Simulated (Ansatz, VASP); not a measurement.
# Hf: VASP beside Ansatz

```
CELL_PARAMETERS angstrom
0.00000 2.17468 2.17468
2.17468 0.00000 2.17468
2.17468 2.17468 0.00000
ATOMIC_POSITIONS crystal
Hf 0.00000 0.00000 0.00000
```

Change from the starting cell: volume scaled by 0.94, crystal datasets.

Alike in both runs: task electric field gradients; functional PBE; k mesh 13 × 13 × 13; occupations fermi-dirac, width 0.03 eV; no spin polarisation.

|  | VASP | Ansatz |
| --- | --- | --- |
| version | VASP 6.6.1 | Ansatz 0.2.0 |
| potentials or method | VASP PAW PBE potentials, release 64 (Hf_pv), cutoff 400 eV | all-electron PAW with datasets made for the crystal, scalar-relativistic |

|  | VASP | Ansatz | Ansatz less VASP |
| --- | --- | --- | --- |
| pressure (GPa) | 10.7 | 11.2 | +0.54 |

Ansatz ran all-electron here, and VASP with PAW potentials.

Spin-orbit coupling is off throughout.
